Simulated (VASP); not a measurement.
CaO, 2 atoms in the cell. It takes space group Immm (No. 71, orthorhombic). The conventional cell has a = 3.357 Å, b = 3.425 Å, c = 4.795 Å, α = 90.00°, β = 90.00°, γ = 90.00°. Ca (site symmetry mmm) has 6 O at 2.40 Å within 3.2 Å. Within 3.2 Å of O (site symmetry mmm) lie 6 Ca at 2.40 Å.  This cell differs from its parent crystal: shear xy strain -2.0%.

```yaml
Program: VASP 6.6.1
Task: single point
Functional: r2SCAN
Potentials_or_basis: VASP PAW PBE potentials, release 64 (Ca_sv, O)
Cutoff: 520 eV
k_mesh: 10 × 10 × 10
Occupations: gaussian, width 0.01 eV
Spin: no spin polarisation
Dipole_correction: no
Further_INCAR_settings: ALGO = Normal; EDIFF = 1e-07; NBANDS = 15
```

Potentials or basis: VASP PAW PBE potentials, release 64 (Ca_sv, O).

The run is started by

```sh
$ cat potpaw_PBE.64/Ca_sv/POTCAR potpaw_PBE.64/O/POTCAR > POTCAR
$ cp INCAR.step1 INCAR
$ mpirun -np 1 vasp_std > vasp.out
$ cp INCAR.step2 INCAR
$ mpirun -np 1 vasp_std > vasp.out
```

Hardware: 1 thread of Intel(R) Xeon(R) Platinum 8259CL CPU @ 2.50GHz (Skylake/Cascade Lake), with other jobs on the host.

Problem. How long does it take, and how much memory?

Solution. Run time: 5.2 min on 1 thread of Intel(R) Xeon(R) Platinum 8259CL CPU @ 2.50GHz (Skylake/Cascade Lake) (shared host), peak memory 0.22 GiB. Counts: k points 171.
